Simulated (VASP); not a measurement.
Set up this calculation in VASP 6.6.1, as the native input.

| Item | Value |
| --- | --- |
| Task | single point |
| Functional | PBE |
| Potentials or basis | VASP PAW PBE potentials, release 64 (Al, Co) |
| Cutoff | 520 eV |
| k mesh | 14 × 14 × 14 |
| Occupations | gaussian, width 0.1 eV |
| Spin | no spin polarisation |
| Dipole correction | no |
| Further INCAR settings | ALGO = Normal; EDIFF = 1e-06; NBANDS = 13 |

The structure of AlCo lies in POSCAR:

```
AlCo
1.0
    2.8414710543      0.0000000000      0.0000000000
    0.0000000000      2.8414710543      0.0000000000
    0.0000000000      0.0000000000      2.8414710543
Al Co
1 1
Direct
    0.0000000000      0.0000000000      0.0000000000
    0.5000000000      0.5000000000      0.5000000000
```

The input as run:

INCAR

```
PREC = Accurate ; ENCUT = 520
EDIFF = 1E-6 ; ISMEAR = 0
SIGMA = 0.1 ; LREAL = F
LASPH = T ; NELM = 100
ALGO = Normal ; ISIF = 2
LWAVE = F ; LCHARG = T
GGA = PE ; LELF = T
LVHAR = T ; NBANDS = 13
```

KPOINTS

```
regular mesh
0
Gamma
  14 14 14
```

Potentials or basis: VASP PAW PBE potentials, release 64 (Al, Co).

Run with:

```console
$ cat potpaw_PBE.64/Al/POTCAR potpaw_PBE.64/Co/POTCAR > POTCAR
$ mpirun -np 1 vasp_std > vasp.out
```

Results of the run:

```yaml
Pressure: 2.0 GPa
Band_gap_on_the_k_mesh: zero (band 6 reaches 13.08 eV, above the bottom of band 7 at 10.45 eV)
```

Run time: 43 s on 1 thread of AMD EPYC 7R43 64-Core Processor (Zen 3) (shared host), peak memory 0.13 GiB.
